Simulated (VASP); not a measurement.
The system is In.

```
In
1.0
    -1.64686    1.64686    2.50625
     1.64686   -1.64686    2.50625
     1.64686    1.64686   -2.50625
In
1
Direct
  0.00000 0.00000 0.00000
```

Base run:

| Property | Result |
| --- | --- |
| Program | VASP 6.6.1 |
| Functional | r2SCAN |
| Potentials or basis | VASP PAW PBE potentials, release 64 (In_d) |
| Cutoff | 520 eV |
| k mesh | 11 × 11 × 11 |
| Occupations | fermi-dirac, width 0.05 eV |
| Spin | no spin polarisation |

Its results: pressure -1.3 GPa.

Question: The run is repeated on the same cell with these changes: functional from r2SCAN to PBE. What comes out?

Answer: Pressure 0.4 GPa.

Caveats: the PAW data sets were made with another functional, which shifts forces and pressure a little (some runs).
